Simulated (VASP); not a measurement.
# C (P2/m) in VASP: notebook

C is run at these levels: PBE; tasks: single point, relaxation of cell and atoms.

All numbers are computed with VASP 6.6.1; they aren't measurements. Logs are shortened: lines on timing, memory, paths and dates and some standing lists are left out, and cuts for length are marked.

## (1) The cell of the first run

Symmetry: P2/m, No. 10, monoclinic system. Conventional cell: a = 2.027 Å, b = 1.361 Å, c = 2.482 Å, α = 90.00°, β = 110.70°, γ = 90.00°. C (site symmetry 2/m) has 2 C at 1.36 Å within 1.8 Å.

## (2) Single point, PBE

Contents of INCAR:

```
PREC = Accurate
ENCUT = 520
EDIFF = 1E-7
ISMEAR = 0
SIGMA = 0.1
LREAL = False
LASPH = True
NELM = 80
ALGO = Normal
ISIF = 2
LWAVE = False
LCHARG = False
GGA = PE
NBANDS = 8
```

Contents of KPOINTS:

```
Automatic mesh
0
Gamma
  8 12 8
```

Contents of POSCAR:

```
C
1.0
    2.0266764400      0.0000000000      0.0000000000
    0.0000000000      1.3614597500      0.0000000000
   -0.8771826400      0.0000000000      2.3216331700
C
1
Direct
    0.5000000000      0.0000000000      0.0000000000
```

Potentials or basis: VASP PAW PBE potentials, release 64 (C).

On the command line:

```
$ cat potpaw_PBE.64/C/POTCAR > POTCAR
$ mpirun -np 1 vasp_std > vasp.out
```

OUTCAR:

```text
PREC = Accurate
   ENCUT = 520
   EDIFF = 1E-7
   ISMEAR = 0
   LREAL = False
   LASPH = True
   NELM = 80
   ISIF = 2
   GGA = PE

 ion  position               nearest neighbor table
   1  0.500  0.000  0.000-

  LATTYP: Found a simple monoclinic cell.
 ALAT       =     2.0266764400
 B/A-ratio  =     0.6717696634
 C/A-ratio  =     1.2245762766
 COS(beta)  =    -0.3534433115

  Lattice vectors:

 A1 = (   2.0266764400,   0.0000000000,   0.0000000000)
 A2 = (   0.0000000000,   1.3614597500,   0.0000000000)
 A3 = (  -0.8771826400,   0.0000000000,   2.3216331700)

Analysis of symmetry for initial positions (statically):
=====================================================================
 Subroutine PRICEL returns:
 Original cell was already a primitive cell.

 Routine SETGRP: Setting up the symmetry group for a
 simple monoclinic supercell.

 Subroutine GETGRP returns: Found  4 space group operations
 (whereof  4 operations were pure point group operations)
 out of a pool of  4 trial point group operations.

The static configuration has the point symmetry C_2h.

Analysis of symmetry for dynamics (positions and initial velocities):
=====================================================================
 Subroutine PRICEL returns:
 Original cell was already a primitive cell.

 Routine SETGRP: Setting up the symmetry group for a
 simple monoclinic supercell.

 Subroutine GETGRP returns: Found  4 space group operations
 (whereof  4 operations were pure point group operations)
 out of a pool of  4 trial point group operations.

The dynamic configuration has the point symmetry C_2h.

 Subroutine INISYM returns: Found  4 space group operations
 (whereof  4 operations are pure point group operations),
 and found     1 'primitive' translations

----------------------------------------------------------------------------------------

                                     Primitive cell

  volume of cell :       6.4059

  direct lattice vectors                    reciprocal lattice vectors
     2.026676440  0.000000000  0.000000000     0.493418673  0.000000000  0.186428373
     0.000000000  1.361459750  0.000000000     0.000000000  0.734505739  0.000000000
    -0.877182640  0.000000000  2.321633170     0.000000000  0.000000000  0.430731268

  length of vectors
     2.026676440  1.361459750  2.481819889     0.527463293  0.734505739  0.430731268

  position of ions in fractional coordinates (direct lattice)
     0.500000000  0.000000000  0.000000000

  ion indices of the primitive-cell ions
   primitive index   ion index
                 1           1

----------------------------------------------------------------------------------------

 KPOINTS: Automatic mesh

Automatic generation of k-mesh.
 Grid dimensions read from file:
 generate k-points for:    8   12    8

 Generating k-lattice:

  Cartesian coordinates                     Fractional coordinates (reciprocal lattice)
     0.061677334  0.000000000  0.023303547     0.125000000  0.000000000  0.000000000
     0.000000000  0.061208812  0.000000000     0.000000000  0.083333333  0.000000000
     0.000000000  0.000000000  0.053841409     0.000000000  0.000000000  0.125000000

  Length of vectors
     0.065932912  0.061208812  0.053841409

  Shift w.r.t. Gamma in fractional coordinates (k-lattice)
     0.000000000  0.000000000  0.000000000

 Subroutine IBZKPT returns following result:
 ===========================================

 Found    238 irreducible k-points:

 Following reciprocal coordinates:
            Coordinates               Weight
  0.000000  0.000000  0.000000      1.000000
  0.125000  0.000000  0.000000      2.000000
  0.250000  0.000000  0.000000      2.000000
  0.375000  0.000000  0.000000      2.000000
  0.500000  0.000000  0.000000      1.000000
  0.000000  0.083333  0.000000      2.000000
[... 16 lines left out ...]
  0.250000  0.333333  0.000000      4.000000
  0.375000  0.333333  0.000000      4.000000
 [... further k-points ...]
   k-points           NKPTS =    238   k-points in BZ     NKDIM =    238   number of bands    NBANDS=      8
   number of dos      NEDOS =    301   number of ions     NIONS =      1
   total plane-waves  NPLWV =   2880
   dimension x,y,z NGX =    16 NGY =   10 NGZ =   18
   dimension x,y,z NGXF=    32 NGYF=   20 NGZF=   36
   ions per type =               1
   NGX,Y,Z   is equivalent  to a cutoff of  13.12, 12.21, 12.06 a.u.
   NGXF,Y,Z  is equivalent  to a cutoff of  26.25, 24.42, 24.11 a.u.
 SYSTEM =  unknown system
   PREC   = accura    normal or accurate (medium, high low for compatibility)
   ISTART =      0    job   : 0-new  1-cont  2-samecut
   ICHARG =      2    charge: 1-file 2-atom 10-const
   ISPIN  =      1    spin polarized calculation?
   LNONCOLLINEAR =      F non collinear calculations
   LSORBIT =      F    spin-orbit coupling
   LASPH  =      T    aspherical Exc in radial PAW
   ENCUT  =  520.0 eV  38.22 Ry    6.18 a.u.   3.77  2.53  4.61*2*pi/ulx,y,z
   NELM   =     80;   NELMIN=  2; NELMDL= -5     # of ELM steps
   EDIFF  = 0.1E-06   stopping-criterion for ELM
   LREAL  =      F    real-space projection
   EDIFFG = 0.1E-05   stopping-criterion for IOM
   NSW    =      0    number of steps for IOM
   IBRION =     -1    ionic relax: 0-MD 1-quasi-New 2-CG
   NFREE  =      0    steps in history (QN), initial steepest desc. (CG)
   ISIF   =      2    stress and relaxation
   ISYM   =      2    0-nonsym 1-usesym 2-fastsym
   POTIM  = 0.5000    time-step for ionic-motion
   TEBEG  =    0.0;   TEEND  =   0.0 temperature during run
   PSTRESS=    0.0 pullay stress
   NELECT =       4.0000    total number of electrons
   NUPDOWN=      -1.0000    fix difference up-down
   EMIN   =  10.00;   EMAX   =-10.00  energy-range for DOS
   EFERMI =   0.00;   METHOD = LEGACY
   ISMEAR =     0;   SIGMA  =   0.10  broadening in eV -4-tet -1-fermi 0-gaus
   EFERMI_NEDOS =   21; number of points for ismear=-14 and -15
   IALGO  =     38    algorithm
   IMIX   =      4    mixing-type and parameters
     AMIX     =   0.40;   BMIX     =  1.00
     AMIX_MAG =   1.60;   BMIX_MAG =  1.00
  volume/ion in A,a.u.               =       6.41        43.23
  Fermi-wavevector in a.u.,A,eV,Ry     =   1.399267  2.644231 26.639497  1.957948
  Thomas-Fermi vector in A             =   2.522343
   LORBIT       =      0    0 simple, 1 ext, 2 COOP (PROOUT), +10 PAW based schemes
   GGA     = PE    functional components
   LHFCALC =     F    Hartree Fock is set to
   AEXX    =    0.0000 exact exchange contribution
   IVDW    =     0    specifies the selected vdW correction
   LEPSILON=     F    determine dielectric tensor
   LRPA    =     F    only Hartree local field effects (RPA)
 non-spin polarized calculation
 Gauss-broadening in eV      SIGMA  =   0.10
  energy-cutoff  :      520.00
  volume of cell :        6.41
 maximum number of plane-waves:       182
   NGX =  7   NGY =  5   NGZ =  9

 number of electron       4.0000000 magnetization

 Free energy of the ion-electron system (eV)
  ---------------------------------------------------
  ext. energy  EPLUGINS =         0.00000000
  ---------------------------------------------------
  free energy    TOTEN  =        -6.73529571 eV

  energy without entropy =       -6.73324945  energy(sigma->0) =       -6.73427258

 E-fermi :   8.8624     XC(G=0): -12.7702

 val. band max:        8.8442458752   @ k =   0.5000   0.2500   0.3750
 cond. band min:       8.8852996731   @ k =   0.2500   0.2500   0.1250
 fundamental gap:      0.0410537980
 Fermi energy:         8.8623557900

 k-point     1 :       0.0000    0.0000    0.0000
  band No.  band energies     occupation
      1     -12.4537      2.00000
      2       6.2940      2.00000
      3      11.6052      0.00000
      4      20.0020      0.00000
      5      30.3561      0.00000
      6      38.0939      0.00000
      7      38.2590      0.00000
      8      38.3323      0.00000

 k-point     2 :       0.1250    0.0000    0.0000
  band No.  band energies     occupation
      1     -11.9440      2.00000
      2       6.1755      2.00000
      3       9.4291      0.00000
      4      20.8144      0.00000
      5      30.4834      0.00000
      6      34.1332      0.00000
      7      38.2025      0.00000
      8      46.9814      0.00000

 k-point     3 :       0.2500    0.0000    0.0000
  band No.  band energies     occupation
      1     -10.4340      2.00000
      2       4.7234      2.00000
      3       6.2651      2.00000
      4      21.8899      0.00000
      5      27.3252      0.00000
      6      38.4776      0.00000
      7      39.7306      0.00000
      8      53.3709      0.00000

 k-point     4 :       0.3750    0.0000    0.0000
  band No.  band energies     occupation
      1      -8.0186      2.00000
      2       0.2190      2.00000
      3       6.1235      2.00000
      4      20.2898      0.00000
      5      29.5790      0.00000
      6      38.7547      0.00000
      7      43.2774      0.00000
      8      50.4830      0.00000

 k-point     5 :       0.5000    0.0000    0.0000
  band No.  band energies     occupation
      1      -5.7521      2.00000
      2      -2.8229      2.00000
      3       6.1378      2.00000
      4      19.3306      0.00000
      5      32.1861      0.00000
      6      38.8745      0.00000
      7      40.8115      0.00000
      8      53.2150      0.00000

 k-point     6 :       0.0000    0.0833    0.0000
  band No.  band energies     occupation
      1     -12.0493      2.00000
      2       6.7937      2.00000
      3      12.0759      0.00000
      4      20.1557      0.00000
      5      29.6888      0.00000
      6      37.1706      0.00000
      7      38.7937      0.00000
      8      39.1428      0.00000

 k-point     7 :       0.1250    0.0833    0.0000
  band No.  band energies     occupation
      1     -11.5421      2.00000
      2       6.6700      2.00000
      3       9.8707      0.00000
      4      20.9755      0.00000
      5      30.7416      0.00000
      6      33.1981      0.00000
      7      38.0711      0.00000
      8      47.5108      0.00000

 k-point     8 :       0.2500    0.0833    0.0000
  band No.  band energies     occupation
      1     -10.0411      2.00000
      2       5.1433      2.00000
      3       6.7663      2.00000
      4      22.1259      0.00000
      5      27.7601      0.00000
      6      35.8763      0.00000
      7      40.8021      0.00000
      8      54.2107      0.00000

 k-point     9 :       0.3750    0.0833    0.0000
  band No.  band energies     occupation
      1      -7.6514      2.00000
      2       0.6632      2.00000
      3       6.6252      2.00000
      4      20.6771      0.00000
      5      29.8532      0.00000
      6      36.5841      0.00000
      7      43.8478      0.00000
      8      51.3574      0.00000

 k-point    10 :       0.5000    0.0833    0.0000
  band No.  band energies     occupation
      1      -5.4701      2.00000
      2      -2.2918      2.00000
      3       6.6402      2.00000
      4      19.7409      0.00000
      5      32.6304      0.00000
      6      35.9392      0.00000
      7      42.4520      0.00000
      8      53.0433      0.00000
[... 78 lines left out ...]
 k-point    18 :       0.2500    0.2500    0.0000
  band No.  band energies     occupation
      1      -7.0643      2.00000
      2       8.2310      2.00000
      3      10.6519      0.00000
      4      21.1807      0.00000
      5      29.4752      0.00000
      6      32.4988      0.00000
      7      42.1291      0.00000
      8      52.0931      0.00000

 k-point    19 :       0.3750    0.2500    0.0000
  band No.  band energies     occupation
      1      -4.9568      2.00000
      2       4.1630      2.00000
      3      10.5195      0.00000
      4      21.7724      0.00000
      5      28.4109      0.00000
      6      33.9975      0.00000
      7      43.8334      0.00000
      8      49.8583      0.00000

 k-point    20 :       0.5000    0.2500    0.0000
  band No.  band energies     occupation
      1      -3.4022      2.00000
      2       1.8929      2.00000
      3      10.5385      0.00000
      4      21.5586      0.00000
      5      28.4033      0.00000
      6      35.1579      0.00000
      7      44.7001      0.00000
      8      46.9600      0.00000

 k-point    21 :       0.0000    0.3333    0.0000
  band No.  band energies     occupation
      1      -6.4630      2.00000
      2      13.7692      0.00000
      3      13.8399      0.00000
      4      18.4387      0.00000
      5      29.4917      0.00000
      6      38.5244      0.00000
      7      43.6102      0.00000
      8      47.1186      0.00000

 k-point    22 :       0.1250    0.3333    0.0000
  band No.  band energies     occupation
      1      -6.0241      2.00000
      2      12.5854      0.00000
      3      14.1299      0.00000
      4      18.2231      0.00000
      5      30.0437      0.00000
      6      38.0729      0.00000
      7      40.9590      0.00000
      8      45.4528      0.00000

 k-point    23 :       0.2500    0.3333    0.0000
  band No.  band energies     occupation
      1      -4.7716      2.00000
      2      10.1092      0.00000
      3      13.7714      0.00000
      4      18.7008      0.00000
      5      30.7411      0.00000
      6      34.6572      0.00000
      7      40.4714      0.00000
      8      45.3173      0.00000

 k-point    24 :       0.3750    0.3333    0.0000
  band No.  band energies     occupation
      1      -3.0110      2.00000
      2       7.0235      2.00000
      3      13.6556      0.00000
      4      19.4453      0.00000
      5      30.0401      0.00000
      6      33.0568      0.00000
      7      40.6076      0.00000
      8      45.9406      0.00000

 [... further k-points ...]

------------------------ aborting loop because EDIFF is reached ----------------------------------------

  FORCE on cell =-STRESS in cart. coord.  units (eV):
  Direction    XX          YY          ZZ          XY          YZ          ZX
  --------------------------------------------------------------------------------------
  -------------------------------------------------------------------------------------
  Total        3.7310679     -3.5563417      3.0695559      0.0000000      0.0000000     -0.3170608
  in kB      933.1703144   -889.4698684    767.7207819      0.0000000      0.0000000    -79.2994622
  external PRESSURE =     270.4737426 kB  Pullay stress =       0.0000000 kB

 VOLUME and BASIS-vectors are now :
 -----------------------------------------------------------------------------
  energy-cutoff  :      520.00
  volume of cell :        6.41
      direct lattice vectors                 reciprocal lattice vectors
     2.026676440  0.000000000  0.000000000     0.493418673  0.000000000  0.186428373
     0.000000000  1.361459750  0.000000000     0.000000000  0.734505739  0.000000000
    -0.877182640  0.000000000  2.321633170     0.000000000  0.000000000  0.430731268

 POSITION                                       TOTAL-FORCE (eV/Angst)
 -----------------------------------------------------------------------------------
      1.01334      0.00000      0.00000         0.000000      0.000000      0.000000
 -----------------------------------------------------------------------------------
    total drift:                                0.000000      0.000000     -0.000000

  FREE ENERGIE OF THE ION-ELECTRON SYSTEM (eV)
  ---------------------------------------------------
  free  energy   TOTEN  =        -6.7352957128 eV

  energy  without entropy=       -6.7332494466  energy(sigma->0) =       -6.73427258
```

Wall time 5.3 s (1 thread of Intel Xeon Platinum 8375C at 2.90GHz (Ice Lake), shared host); peak memory 0.11 GiB.

What came out:

| Quantity | Value |
| --- | --- |
| Free energy | -6.7353 eV |
| Pressure | 27.0 GPa |
| Band gap on the k mesh | zero (band 2 reaches 13.77 eV, above the bottom of band 3 at 1.79 eV) |

Stress tensor (GPa, compression positive):
```
 93.32   0.00  -7.93
  0.00 -88.95   0.00
 -7.93   0.00  76.77
```

Levels at points of the mesh, in eV from the Fermi level:
| k point | band 1 | band 2 | band 3 | band 4 | band 5 | band 6 |
| --- | --- | --- | --- | --- | --- | --- |
| (0.00, 0.00, 0.00) | -21.32 | -2.57 | 2.74 | 11.14 | 21.49 | 29.23 |
| (0.50, 0.00, 0.00) | -14.61 | -11.69 | -2.72 | 10.47 | 23.32 | 30.01 |
| (0.00, 0.50, 0.00) | -11.37 | -0.63 | 9.77 | 13.53 | 23.78 | 27.34 |
| (0.50, 0.50, 0.00) | -8.89 | 3.00 | 7.44 | 9.81 | 14.26 | 26.63 |
| (0.00, 0.00, 0.50) | -18.39 | -11.24 | 1.94 | 18.24 | 23.31 | 29.44 |
| (0.50, 0.00, 0.50) | -14.03 | -11.34 | -4.14 | 8.39 | 25.93 | 30.06 |
| (0.00, 0.50, 0.50) | -10.44 | 2.84 | 4.09 | 13.08 | 13.57 | 33.29 |
| (0.50, 0.50, 0.50) | -8.73 | 3.22 | 8.22 | 8.85 | 14.80 | 24.40 |

Caveat: the k points lie up to 0.41 Å⁻¹ apart.

## (3) Relaxation of cell and atoms, PBE

Contents of INCAR:

```
SYSTEM = C
PREC = Accurate
ENCUT = 600
EDIFF = 1E-6
ISMEAR = 0
SIGMA = 0.1
LREAL = .False.
LASPH = .True.
NELM = 60
ALGO = Normal
ISIF = 3
LWAVE = .False.
LCHARG = .False.
GGA = PE
IBRION = 2
NSW = 90
EDIFFG = -0.04
```

Contents of KPOINTS:

```
Automatic mesh
0
Gamma
  8 12 8
  0 0 0
```

POSCAR is that of step 2.

Potentials or basis: VASP PAW PBE potentials, release 64 (C).

On the command line:

```
$ cat potpaw_PBE.64/C/POTCAR > POTCAR
$ mpirun -np 1 vasp_std > vasp.out
```

Wall time 44 s (1 thread of Intel Xeon Platinum 8375C at 2.90GHz (Ice Lake), shared host); peak memory 0.11 GiB.

It converged, with:

| Property | Result |
| --- | --- |
| Free energy | -8.0781 eV |
| Relaxed volume | 10.65 Å³/atom |
| Relaxed cell | a = 2.907 Å, b = 1.283 Å, c = 3.153 Å, α = 90.00°, β = 115.09°, γ = 90.00° |
| Space group after relaxing (to 0.05 Å) | P2/m (No. 10) |
| Energy gained by relaxing | 1341.1 meV/atom |
| Ionic steps | 18 |
| Pressure after relaxing | -0.1 GPa |
| Band gap on the k mesh | zero (band 2 reaches 11.49 eV, above the bottom of band 3 at -3.32 eV) |

Stress tensor (GPa, compression positive):
```
 0.06  0.00  0.08
 0.00 -0.14  0.00
 0.08  0.00 -0.08
```

The path:
| step | energy change (eV) | largest force (eV/Å) | pressure (GPa) | volume (Å³) |
| --- | --- | --- | --- | --- |
| 1 | 0.0000 | 0.0000 | 26.59 | 6.41 |
| 2 | 0.2166 | 0.0000 | 181.54 | 7.17 |
| 3 | -0.5077 | 0.0000 | 80.74 | 6.84 |
| 4 | -0.5177 | 0.0000 | 92.38 | 6.89 |
| 5 | -1.0236 | 0.0000 | 54.21 | 8.23 |
| 6 | -1.2355 | 0.0000 | 30.48 | 9.83 |
| 7 | -1.2496 | 0.0000 | 25.24 | 10.36 |
| 8 | -1.2726 | 0.0000 | -17.12 | 10.95 |
| 9 | -1.3373 | 0.0000 | 0.50 | 10.67 |
| 10 | -1.3373 | 0.0000 | 0.96 | 10.67 |
| 11 | -1.3381 | 0.0000 | 0.70 | 10.69 |
| 12 | -1.3397 | 0.0000 | 0.02 | 10.75 |
| 13 | -1.3395 | 0.0000 | -1.33 | 10.88 |
| 14 | -1.3402 | 0.0000 | -0.61 | 10.81 |
| 15 | -1.3405 | 0.0000 | -0.78 | 10.78 |
| 16 | -1.3408 | 0.0000 | -1.25 | 10.72 |
| 17 | -1.3409 | 0.0000 | -0.95 | 10.71 |
| 18 | -1.3411 | 0.0000 | -0.05 | 10.65 |

Final structure:
```
C
1.0
     2.90676    0.00000   -0.03375
     0.00000    1.28344    0.00000
    -1.30393    0.00000    2.87088
C
1
Direct
  0.50000 0.00000 0.00000
```

Levels at points of the mesh, in eV from the Fermi level:
```
           k point  band 1  band 2  band 3  band 4  band 5  band 6
(0.00, 0.00, 0.00)  -17.19   -4.11   -3.36    6.44   13.30   16.34
(0.50, 0.00, 0.00)  -16.06   -7.23   -4.55    8.00   13.76   22.17
(0.00, 0.50, 0.00)   -9.26    7.29   11.63   12.23   24.15   26.11
(0.50, 0.50, 0.00)   -9.10    8.88   10.12   11.44   19.96   25.04
(0.00, 0.00, 0.50)  -16.41   -7.14   -3.79    9.17   12.76   23.83
(0.50, 0.00, 0.50)  -15.96   -7.18   -4.90    7.47   14.45   22.57
(0.00, 0.50, 0.50)   -9.16    8.40   10.20   12.04   19.89   26.42
(0.50, 0.50, 0.50)   -9.09    9.03   10.11   11.23   20.08   24.40
```

Caveat: the k points lie up to 0.41 Å⁻¹ apart in the final cell; the volume moved by over 15 % at a fixed basis, so the end points are rough.

[end of part 1 of 2]
